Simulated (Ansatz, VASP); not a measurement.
**MoS2: VASP beside Ansatz**

```xyz
3
Lattice="1.5800 0.9122 6.1500 -1.5800 0.9122 6.1500 0.0000 -1.8244 6.1500" Properties=species:S:1:pos:R:3 pbc="T T T"
Mo    0.0000    0.0000    0.0000
S     0.0000    0.0000    4.6125
S     0.0000    0.0000    7.6936
```

Alike in both runs: task single point; functional PBE; k mesh 5 × 5 × 5; occupations fermi-dirac, width 0.1 eV; no spin polarisation.

|  | VASP | Ansatz |
| --- | --- | --- |
| version | VASP 6.6.1 | Ansatz 0.2.0 |
| potentials or method | VASP PAW PBE potentials, release 64 (Mo_sv, S), cutoff 520 eV | plane waves, PAW |
| valence electrons in the cell | 26 | 26 |

```tsv
	VASP	Ansatz	Ansatz less VASP
pressure (GPa)	5.2	5.3	+0.14
traceless stress, the component that is largest in VASP (GPa)	1.58	1.61	+0.038
rms of the force components (eV/Å)	0.224	0.231	+0.0068
```

Atom by atom the forces differ by 0.007 eV/Å (rms over components).

The k mesh is coarse, so the values compare programs but aren't converged.
